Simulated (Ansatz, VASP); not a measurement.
**One calculation of Si2W, two programs**

File INCAR:

```
SYSTEM = Si2W
PREC = Accurate ; ENCUT = 520
EDIFF = 1E-7 ; ISMEAR = 0
SIGMA = 0.15 ; LREAL = .FALSE.
LASPH = .TRUE. ; NELM = 60
ALGO = Normal ; ISIF = 2
LWAVE = .FALSE. ; LCHARG = .TRUE.
GGA = PE ; LELF = .TRUE.
LVHAR = .TRUE. ; NBANDS = 18
```

The input KPOINTS:

```
Automatic mesh
0
G
  18 18 18
  0 0 0
```

POSCAR

```
Si2W
1.0
   -1.6432530205      1.6432530205      4.2537247688
    1.6432530205     -1.6432530205      4.2537247688
    1.6432530205      1.6432530205     -4.2537247688
Si W
2 1
Direct
    0.3345726944      0.3345726944      0.0000000000
    0.6654273056      0.6654273056      0.0000000000
    0.0000000000      0.0000000000      0.0000000000
```

Input for Ansatz:

```yaml
crystal:
  lattice:
    - [-1.6432530205, 1.6432530205, 4.2537247688]
    - [1.6432530205, -1.6432530205, 4.2537247688]
    - [1.6432530205, 1.6432530205, -4.2537247688]
  atoms:
    - { symbol: Si, position: [0.3345726944, 0.3345726944, 0.0] }
    - { symbol: Si, position: [0.6654273056, 0.6654273056, 0.0] }
    - { symbol: W, position: [0.0, 0.0, 0.0] }
basis:
  ecutwfc: 420
kpoints:
  mp_grid: { grid: [18, 18, 18] }
hamiltonian:
  xc: pbe
  pseudopotentials: { kind: paw, azcp: { folder: soft_1 } }
scf:
  occupations: { method: gaussian, width: 0.15 }
output:
  forces: true
  stress: true
  eigenvalues: true
  write_density: true
  write_potential: true
  elf: true
  volumetric_format: npy
```

Alike in both runs: task single point; functional PBE; k mesh 18 × 18 × 18; occupations gaussian, width 0.15 eV; no spin polarisation.

|  | VASP | Ansatz |
| --- | --- | --- |
| version | VASP 6.6.1 | Ansatz 0.2.0 |
| potentials or method | VASP PAW PBE potentials, release 64 (Si, W_sv), cutoff 520 eV | scalar-relativistic, plane waves, PAW |
| valence electrons in the cell | 22 | 22 |

Ansatz gave:

```
gap on the k mesh at the Fermi level (eV)                     : none
pressure (GPa)                                                : -19.3
traceless stress, the component that is largest in VASP (GPa) : -11.65
rms of the force components (eV/Å)                            : 0.173
```

Question: What did VASP give for the same quantities?

Answer: gap on the k mesh at the Fermi level (eV): none; pressure (GPa): -19.3; traceless stress, the component that is largest in VASP (GPa): -11.67; rms of the force components (eV/Å): 0.172.

Atom by atom the forces differ by 0.001 eV/Å (rms over components). A gap of «none» marks a metal or a gap that the smearing closes. The functional is the same, so the differences come from potentials, cutoffs and numerics.

Neither program's run includes spin-orbit coupling.
